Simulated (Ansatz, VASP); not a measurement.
## Two plane-wave programs on Ge

```
CELL_PARAMETERS angstrom
4.02269 0.00000 0.00000
-2.01134 3.48375 0.00000
0.00000 0.00000 18.86852
ATOMIC_POSITIONS crystal
Ge 0.33333 0.66667 0.27476
Ge 0.66667 0.33333 0.23849
Ge 0.77778 0.22222 0.59191
Ge 0.11111 0.88889 0.55565
```

Alike in both runs: task single point; functional PBE; dispersion D3(BJ); k mesh 9 × 9 × 1; occupations gaussian, width 0.1 eV; no spin polarisation.

```csv
,VASP,Ansatz
version,VASP 6.6.1,Ansatz 0.2.0
potentials or method,"VASP PAW PBE potentials, release 64 (Ge_d), cutoff 520 eV","scalar-relativistic, plane waves, PAW"
valence electrons in the cell,56,56
```

|  | VASP | Ansatz | Ansatz less VASP |
| --- | --- | --- | --- |
| gap on the k mesh at the Fermi level (eV) | 0.03 | 0.03 | 0.000 |
| least direct gap on the mesh (eV) | 0.03 | 0.03 | 0.000 |
| rms of the force components (eV/Å) | 0.018 | 0.018 | 0.0000 |

Atom by atom the forces differ by 0.001 eV/Å (rms over components).
